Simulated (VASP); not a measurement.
# AlCu6 (R-3) in VASP: relaxation of cell and atoms with PBE

Aim: the relaxation of cell and atoms of AlCu6 with PBE.

Program: VASP 6.6.1. These are calculated values, not measurements. Logs are shortened: lines on timing, memory, paths and dates and some standing lists are left out, and cuts for length are marked.

## (1) The cell of the first run

It takes space group R-3 (No. 148, trigonal). Conventional cell: a = 6.870 Å, b = 6.870 Å, c = 6.307 Å, α = 90.00°, β = 90.00°, γ = 120.00°. Within 3.4 Å of Al (site symmetry -3) lie 12 Cu at 2.59 to 2.60 Å. Within 3.4 Å of Cu (site symmetry 1) lie 10 Cu at 2.56 to 2.60 Å and 2 Al at 2.59 to 2.60 Å.

## (2) Relaxation of cell and atoms, PBE

Input file INCAR:

```
PREC = Accurate ; ENCUT = 600
EDIFF = 1E-6 ; ISMEAR = 0
SIGMA = 0.1 ; LREAL = F
LASPH = T ; NELM = 100
ALGO = Fast ; ISIF = 3
LWAVE = F ; LCHARG = F
GGA = PE ; IBRION = 2
NSW = 100 ; EDIFFG = -0.01
```

Input file KPOINTS:

```
Automatic mesh
0
Gamma
  6 6 6
```

Input file POSCAR:

```
AlCu6
1.0
    3.4351416329      1.9832799465      2.1023779648
   -3.4351416329      1.9832799465      2.1023779648
    0.0000000000     -3.9665598930      2.1023779648
Al Cu
1 6
Direct
    0.0000000000      0.0000000000      0.0000000000
    0.2866701562      0.1453168085      0.5721463180
    0.7133298438      0.8546831915      0.4278536820
    0.5721463180      0.2866701562      0.1453168085
    0.4278536820      0.7133298438      0.8546831915
    0.1453168085      0.5721463180      0.2866701562
    0.8546831915      0.4278536820      0.7133298438
```

Potentials or basis: VASP PAW PBE potentials, release 64 (Al, Cu).

On the command line:

```console
> cat potpaw_PBE.64/Al/POTCAR potpaw_PBE.64/Cu/POTCAR > POTCAR
> mpirun -np 1 vasp_std > vasp.out
```

OUTCAR:

```text
PREC = Accurate
   ENCUT = 600
   EDIFF = 1E-6
   ISMEAR = 0
   LREAL = F
   LASPH = T
   NELM = 100
   ISIF = 3
   GGA = PE
   IBRION = 2
   NSW = 100
   EDIFFG = -0.01

 ion  position               nearest neighbor table
   1  0.000  0.000  0.000-   6 2.59   7 2.59   4 2.59   5 2.59   2 2.59   3 2.59   5 2.60   4 2.60
                             7 2.60   6 2.60   3 2.60   2 2.60
   2  0.287  0.145  0.572-   5 2.56   7 2.56   1 2.59   6 2.59   4 2.59   6 2.59   4 2.59   3 2.60
                             1 2.60   7 2.60   5 2.60   3 2.60
   3  0.713  0.855  0.428-   4 2.56   6 2.56   1 2.59   7 2.59   5 2.59   7 2.59   5 2.59   2 2.60
                             1 2.60   6 2.60   4 2.60   2 2.60
   4  0.572  0.287  0.145-   3 2.56   7 2.56   1 2.59   6 2.59   2 2.59   6 2.59   2 2.59   5 2.60
                             1 2.60   3 2.60   7 2.60   5 2.60
   5  0.428  0.713  0.855-   2 2.56   6 2.56   1 2.59   7 2.59   3 2.59   7 2.59   3 2.59   4 2.60
                             1 2.60   2 2.60   6 2.60   4 2.60
   6  0.145  0.572  0.287-   3 2.56   5 2.56   1 2.59   4 2.59   2 2.59   2 2.59   4 2.59   7 2.60
                             1 2.60   3 2.60   5 2.60   7 2.60
   7  0.855  0.428  0.713-   2 2.56   4 2.56   1 2.59   5 2.59   3 2.59   3 2.59   5 2.59   6 2.60
                             1 2.60   2 2.60   4 2.60   6 2.60

  LATTYP: Found a trigonal (rhomboedric) cell.
 ALAT       =     4.4892750518
 COS(alpha) =    -0.1710268742

  Lattice vectors:

 A1 = (   3.4351416329,   1.9832799465,   2.1023779648)
 A2 = (  -3.4351416329,   1.9832799465,   2.1023779648)
 A3 = (   0.0000000000,  -3.9665598930,   2.1023779648)

Analysis of symmetry for initial positions (statically):
=====================================================================
 Subroutine PRICEL returns:
 Original cell was already a primitive cell.

 Routine SETGRP: Setting up the symmetry group for a
 trigonal (rhombohedral) supercell.

 Subroutine GETGRP returns: Found  6 space group operations
 (whereof  6 operations were pure point group operations)
 out of a pool of 12 trial point group operations.

The static configuration has the point symmetry S_6 .

Analysis of symmetry for dynamics (positions and initial velocities):
=====================================================================
 Subroutine PRICEL returns:
 Original cell was already a primitive cell.

 Routine SETGRP: Setting up the symmetry group for a
 trigonal (rhombohedral) supercell.

 Subroutine GETGRP returns: Found  6 space group operations
 (whereof  6 operations were pure point group operations)
[... 123 lines left out ...]
   NELECT =      69.0000    total number of electrons
   NUPDOWN=      -1.0000    fix difference up-down
   EMIN   =  10.00;   EMAX   =-10.00  energy-range for DOS
   EFERMI =   0.00;   METHOD = LEGACY
   ISMEAR =     0;   SIGMA  =   0.10  broadening in eV -4-tet -1-fermi 0-gaus
   EFERMI_NEDOS =   21; number of points for ismear=-14 and -15
   IALGO  =     68    algorithm
   IMIX   =      4    mixing-type and parameters
     AMIX     =   0.40;   BMIX     =  1.00
     AMIX_MAG =   1.60;   BMIX_MAG =  1.00
  volume/ion in A,a.u.               =      12.28        82.85
  Fermi-wavevector in a.u.,A,eV,Ry     =   1.521578  2.875366 31.500213  2.315200
  Thomas-Fermi vector in A             =   2.630274
   LORBIT       =      0    0 simple, 1 ext, 2 COOP (PROOUT), +10 PAW based schemes
   GGA     = PE    functional components
   LHFCALC =     F    Hartree Fock is set to
   AEXX    =    0.0000 exact exchange contribution
   IVDW    =     0    specifies the selected vdW correction
   LEPSILON=     F    determine dielectric tensor
   LRPA    =     F    only Hartree local field effects (RPA)
 conjugate gradient relaxation of ions
 non-spin polarized calculation
 RMM-DIIS sequential band-by-band and
 Gauss-broadening in eV      SIGMA  =   0.10
  energy-cutoff  :      600.00
  volume of cell :       85.94
 maximum number of plane-waves:      2906
   NGX = 17   NGY = 17   NGZ = 17

--------------------------------------- Ionic step        1  -------------------------------------------

 number of electron      69.0000057 magnetization

 Free energy of the ion-electron system (eV)
  ---------------------------------------------------
  ext. energy  EPLUGINS =         0.00000000
  ---------------------------------------------------
  free energy    TOTEN  =       -26.85393769 eV

  energy without entropy =      -26.84542138  energy(sigma->0) =      -26.84967954

------------------------ aborting loop because EDIFF is reached ----------------------------------------

  FORCE on cell =-STRESS in cart. coord.  units (eV):
  Direction    XX          YY          ZZ          XY          YZ          ZX
  --------------------------------------------------------------------------------------
  -------------------------------------------------------------------------------------
  Total       -0.0419944     -0.0419944      0.5962718     -0.0000000      0.0000000      0.0000000
  in kB       -0.7829089     -0.7829089     11.1163985     -0.0000000      0.0000000      0.0000000
  external PRESSURE =       3.1835269 kB  Pullay stress =       0.0000000 kB
[... 233 lines left out ...]
--------------------------------------- Ionic step        7  -------------------------------------------

 number of electron      69.0000046 magnetization

 Free energy of the ion-electron system (eV)
  ---------------------------------------------------
  ext. energy  EPLUGINS =         0.00000000
  ---------------------------------------------------
  free energy    TOTEN  =       -26.85678506 eV

  energy without entropy =      -26.84824809  energy(sigma->0) =      -26.85251657

 E-fermi :   7.8739     XC(G=0): -12.3138

 val. band max:        7.8422940953   @ k =  -0.3333  -0.3333   0.1667
 cond. band min:       7.9437907785   @ k =   0.0000   0.0000   0.0000
 fundamental gap:      0.1014966832
 Fermi energy:         7.8739393961

 k-point     1 :       0.0000    0.0000    0.0000
  band No.  band energies     occupation
      1      -2.0828      2.00000
      2       3.0082      2.00000
      3       3.1441      2.00000
      4       3.4155      2.00000
      5       3.4155      2.00000
      6       3.7683      2.00000
[... 1045 lines left out ...]
     40      14.2272      0.00000
     41      14.3878      0.00000

 [... further k-points ...]

------------------------ aborting loop because EDIFF is reached ----------------------------------------

  FORCE on cell =-STRESS in cart. coord.  units (eV):
  Direction    XX          YY          ZZ          XY          YZ          ZX
  --------------------------------------------------------------------------------------
  -------------------------------------------------------------------------------------
  Total        0.0359326      0.0359326      0.0608470     -0.0000001     -0.0000000     -0.0000000
  in kB        0.6662372      0.6662372      1.1281827     -0.0000009     -0.0000000     -0.0000000
  external PRESSURE =       0.8202190 kB  Pullay stress =       0.0000000 kB
[... 22 lines left out ...]
  FREE ENERGIE OF THE ION-ELECTRON SYSTEM (eV)
  ---------------------------------------------------
  free  energy   TOTEN  =       -26.8567850581 eV

  energy  without entropy=      -26.8482480864  energy(sigma->0) =      -26.85251657

 reached required accuracy - stopping structural energy minimisation
```

OSZICAR:

```text
N       E                     dE             d eps       ncg     rms          rms(c)
DAV:   1     0.613700998061E+03    0.61370E+03   -0.32188E+04  3320   0.307E+03
DAV:   2     0.395134318450E+02   -0.57419E+03   -0.56287E+03  3280   0.512E+02
[... 60 lines left out ...]
   6 F= -.26856748E+02 E0= -.26852459E+02  d E =-.281066E-02
       N       E                     dE             d eps       ncg     rms          rms(c)
DAV:   1    -0.268568607855E+02   -0.11145E-03   -0.15993E-02  4595   0.848E-01    0.745E-02
RMM:   2    -0.268568098537E+02    0.50932E-04   -0.71807E-04  3288   0.348E-01    0.344E-02
RMM:   3    -0.268567869248E+02    0.22929E-04   -0.14909E-04  3283   0.178E-01    0.169E-02
RMM:   4    -0.268567849889E+02    0.19359E-05   -0.47006E-05  4192   0.432E-02    0.473E-03
RMM:   5    -0.268567850581E+02   -0.69196E-07   -0.51875E-06  2635   0.276E-02
   7 F= -.26856785E+02 E0= -.26852517E+02  d E =-.367054E-04
```

CONTCAR:

```text
AlCu6
   1.00000000000000
     3.4341579189377169    1.9827120018625226    2.1151409767072353
    -3.4341579214348905    1.9827119975372913    2.1151409767072353
     0.0000000024971732   -3.9654239993998139    2.1151409767072353
  Al              Cu
     1     6
Direct
     0.0000000000000000    0.0000000000000000    0.0000000000000000
     0.2862578987630017    0.1445184737529727    0.5720120438382005
     0.7137421012369983    0.8554815262470272    0.4279879561617994
     0.5720120438382005    0.2862578987630017    0.1445184737529727
     0.4279879561617994    0.7137421012369983    0.8554815262470272
     0.1445184737529727    0.5720120438382005    0.2862578987630017
     0.8554815262470272    0.4279879561617994    0.7137421012369983

  0.00000000E+00  0.00000000E+00  0.00000000E+00
  0.00000000E+00  0.00000000E+00  0.00000000E+00
  0.00000000E+00  0.00000000E+00  0.00000000E+00
  0.00000000E+00  0.00000000E+00  0.00000000E+00
  0.00000000E+00  0.00000000E+00  0.00000000E+00
  0.00000000E+00  0.00000000E+00  0.00000000E+00
  0.00000000E+00  0.00000000E+00  0.00000000E+00
```

Run time: 5.7 min. Hardware: 1 thread of Intel Xeon Platinum 8559C (Emerald Rapids), shared host; peak memory 0.29 GiB.

What came out:

* Free energy: -26.8568 eV
* Relaxed volume: 12.34 Å³/atom
* Relaxed cell: a = 4.494 Å, b = 4.494 Å, c = 4.494 Å, α = 99.66°, β = 99.66°, γ = 99.66°
* Space group after relaxing (to 0.05 Å): R-3 (No. 148)
* Energy gained by relaxing: 0.4 meV/atom
* Ionic steps: 7
* Pressure after relaxing: 0.1 GPa
* Largest force after relaxing: 0.008 eV/Å

Forces in eV/Å, atoms in the order of the input:
```
Al   0.000  0.000  0.000
Cu   0.006  0.000 -0.005
Cu  -0.006  0.000  0.005
Cu  -0.003  0.005 -0.005
Cu   0.003 -0.005  0.005
Cu  -0.003 -0.006 -0.005
Cu   0.003  0.006  0.005
```

Step by step:
```csv
step,energy change (eV),largest force (eV/Å),pressure (GPa),volume (Å³)
1,0.0000,0.0430,0.32,85.94
2,-0.0025,0.0212,0.13,86.24
3,-0.0027,0.0166,0.21,86.31
4,-0.0028,0.0101,-0.20,86.45
5,-0.0028,0.0139,-0.12,86.40
6,-0.0028,0.0143,0.04,86.39
7,-0.0028,0.0082,0.08,86.41
```

Final structure:
```cif
data_structure
_symmetry_space_group_name_H-M 'P 1'
_symmetry_Int_Tables_number 1
_cell_length_a 4.4943
_cell_length_b 4.4943
_cell_length_c 4.4943
_cell_angle_alpha 99.658
_cell_angle_beta 99.658
_cell_angle_gamma 99.658
_cell_volume 86.41
loop_
_atom_site_label
_atom_site_type_symbol
_atom_site_fract_x
_atom_site_fract_y
_atom_site_fract_z
_atom_site_occupancy
Al1 Al 0.00000 0.00000 0.00000 1
Cu1 Cu 0.28626 0.14452 0.57201 1
Cu2 Cu 0.71374 0.85548 0.42799 1
Cu3 Cu 0.57201 0.28626 0.14452 1
Cu4 Cu 0.42799 0.71374 0.85548 1
Cu5 Cu 0.14452 0.57201 0.28626 1
Cu6 Cu 0.85548 0.42799 0.71374 1
```
